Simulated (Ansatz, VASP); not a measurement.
# Two plane-wave programs on Co2S

INCAR

```
SYSTEM = Co2S
PREC = Accurate
ENCUT = 600
EDIFF = 1E-6
ISMEAR = 0
SIGMA = 0.1
LREAL = .FALSE.
LASPH = .TRUE.
NELM = 200
ALGO = Normal
ISIF = 2
LWAVE = .FALSE.
LCHARG = .FALSE.
ISPIN = 2
MAGMOM = 3 3 0
LORBIT = 11
LMAXMIX = 4
GGA = PE
NBANDS = 31
GGA_COMPAT = .FALSE.
```

Contents of KPOINTS:

```
Automatic mesh
0
G
  6 6 6
  0 0 0
```

The input POSCAR:

```
Co2S
1.0
    3.4543342999      0.0000000000      0.0000000000
   -1.7271671500      2.9915412569      0.0000000000
    0.0000000000      0.0000000000      3.7297629484
Co S
2 1
Direct
    0.3333333333      0.6666666667      0.5000000000
    0.6666666667      0.3333333333      0.5000000000
    0.0000000000      0.0000000000      0.0000000000
```

Input for Ansatz:

```yaml
crystal:
  lattice:
    - [3.4543342999, 0.0, 0.0]
    - [-1.72716715, 2.9915412569, 0.0]
    - [0.0, 0.0, 3.7297629484]
  atoms:
    - { symbol: Co, position: [0.3333333333, 0.6666666667, 0.5], spin: 3.0 }
    - { symbol: Co, position: [0.6666666667, 0.3333333333, 0.5], spin: 3.0 }
    - { symbol: S, position: [0.0, 0.0, 0.0] }
basis:
  ecutwfc: 420
kpoints:
  mp_grid: { grid: [6, 6, 6] }
hamiltonian:
  xc: pbe
scf:
  occupations: { method: gaussian, width: 0.1 }
  lower_state_search: "off"
output:
  forces: true
  stress: true
  eigenvalues: true
  populations: true
magnetization:
  spin_polarized: true
```

Alike in both runs: task single point; functional PBE; k mesh 6 × 6 × 6; occupations gaussian, width 0.1 eV; collinear spin.

|  | VASP | Ansatz |
| --- | --- | --- |
| version | VASP 6.6.1 | Ansatz 0.2.0 |
| potentials or method | VASP PAW PBE potentials, release 64 (Co_sv, S), cutoff 600 eV | scalar-relativistic, plane waves, PAW |
| valence electrons in the cell | 40 | 40 |

|  | VASP | Ansatz | Ansatz less VASP |
| --- | --- | --- | --- |
| gap on the k mesh at the Fermi level (eV) | none | none | - |
| pressure (GPa) | 20.2 | 22.5 | +2.29 |
| traceless stress, the component that is largest in VASP (GPa) | -35.45 | -35.47 | -0.019 |
| net moment per atom (μB) | 0.99 | 1.00 | +0.006 |
| size of the moment on the site where the two differ most (μB) | 1.37 | 1.35 | -0.020 |

Site moments also hang on the region over which each program counts them. A gap of «none» marks a metal or a gap that the smearing closes. With one functional, cell and mesh, what is left measures potentials, basis and numerics.
